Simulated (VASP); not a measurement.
**LiCl: single point with PBEsol**

The system is LiCl.

```
CELL_PARAMETERS angstrom
0.00000 2.61507 2.61507
2.61507 0.00000 2.61507
2.61507 2.61507 0.00000
ATOMIC_POSITIONS crystal
Cl 0.50000 0.50000 0.50000
Li 0.00000 0.00000 0.00000
```

* Program: VASP 6.6.1
* Task: single point
* Functional: PBEsol
* Potentials or basis: VASP PAW PBE potentials, release 64 (Cl, Li_sv)
* Cutoff: 520 eV
* k mesh: 9 × 9 × 9
* Occupations: fermi-dirac, width 0.05 eV
* Spin: no spin polarisation
* Dipole correction: no
* Further INCAR settings: ALGO = Normal; EDIFF = 1e-07; NBANDS = 12

```yaml
Band_gap_on_the_k_mesh: 5.82 eV, direct
```

Levels at points of the mesh, in eV from the valence-band top:
```csv
k point,band 1,band 2,band 3,band 4,band 5,band 6,band 7,band 8,band 9,band 10
"(0.00, 0.00, 0.00)",-42.92,-13.20,0.00,0.00,0.00,5.82,11.76,11.76,11.76,14.08
```

It took 13 s on 1 thread of Intel Xeon 6975P-C, on a shared host, peak memory 0.15 GiB.

 As with any semilocal functional, this PBEsol gap is likely too small.
